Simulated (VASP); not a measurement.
Input of a VASP 6.6.1 run:

INCAR

```
SYSTEM = Pt
ALGO = Fast
EDIFF = 1E-6
ENCUT = 520
ISIF = 2
ISMEAR = 0
LASPH = .TRUE.
LCHARG = .TRUE.
LELF = .TRUE.
LREAL = .FALSE.
LVHAR = .TRUE.
LWAVE = .FALSE.
NBANDS = 11
NELM = 60
PREC = Accurate
SIGMA = 0.15
```

File KPOINTS:

```
k-points
0
G
  22 22 22
  0 0 0
```

File POSCAR:

```
Pt
1.0
   -1.5709942720      1.5709942720      1.5709942720
    1.5709942720     -1.5709942720      1.5709942720
    1.5709942720      1.5709942720     -1.5709942720
Pt
1
Direct
    0.0000000000      0.0000000000      0.0000000000
```

Potentials or basis: VASP PAW LDA potentials, release 64 (Pt).

The run is started by

```bash
$ cat potpaw_LDA.64/Pt/POTCAR > POTCAR
$ mpirun -np 1 vasp_std > vasp.out
```

Q: Estimate the band gap on the k mesh.

A: Zero (band 5 reaches 11.43 eV, above the bottom of band 6 at 9.23 eV).

Q: Predict the pressure.

A: -9.6 GPa.

Caveat: spin-orbit coupling is left out, which moves the levels of the heavy elements.
